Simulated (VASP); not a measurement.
A run of VASP 6.6.1 is set up as follows.

The input INCAR:

```
SYSTEM = Zn12H
  PREC = Accurate
  ENCUT = 520
  EDIFF = 1E-6
  ISMEAR = 0
  SIGMA = 0.15
  LREAL = .FALSE.
  LASPH = .TRUE.
  NELM = 60
  ALGO = Normal
  ISIF = 2
  LWAVE = .FALSE.
  LCHARG = .FALSE.
  GGA = PE
  NBANDS = 84
```

The input KPOINTS:

```
regular mesh
0
G
  4 3 3
  0 0 0
```

File POSCAR:

```
Zn12H
1.0
    5.3200000000      0.0000000000      0.0000000000
   -3.9900000000      6.9108830000      0.0000000000
    0.0000000000      0.0000000000      4.9369600000
Zn H
12 1
Direct
    0.0118968645     -0.0077871381     -0.0134451160
    0.1794312968      0.2137708018      0.4995841571
    0.0360775742      0.3362395225      0.0217548856
    0.1840212663      0.5515413877      0.4932059405
    0.0084065598      0.6565350622     -0.0243080762
    0.1749360571      0.8793748932      0.4908463913
    0.4960271162     -0.0277803864      0.0197323859
    0.6782833521      0.2150642689      0.4680906874
    0.5037670377      0.3320911380     -0.0054191243
    0.6800446290      0.5489163975      0.4833245560
    0.5195480215      0.6627103946     -0.0168982532
    0.6797955681      0.8796687775      0.4971411557
    0.6839463743      0.2073284991      0.8466704207
```

Potentials or basis: VASP PAW PBE potentials, release 64 (Zn, H).

Command:

```console
$ cat potpaw_PBE.64/Zn/POTCAR potpaw_PBE.64/H/POTCAR > POTCAR
$ mpirun -np 1 vasp_std > vasp.out
```

(1) Predict the pressure.

(2) Predict the largest force.

Results:

(1) 3.0 GPa.

(2) 0.034 eV/Å.

Caveat: the k points lie up to 0.42 Å⁻¹ apart.
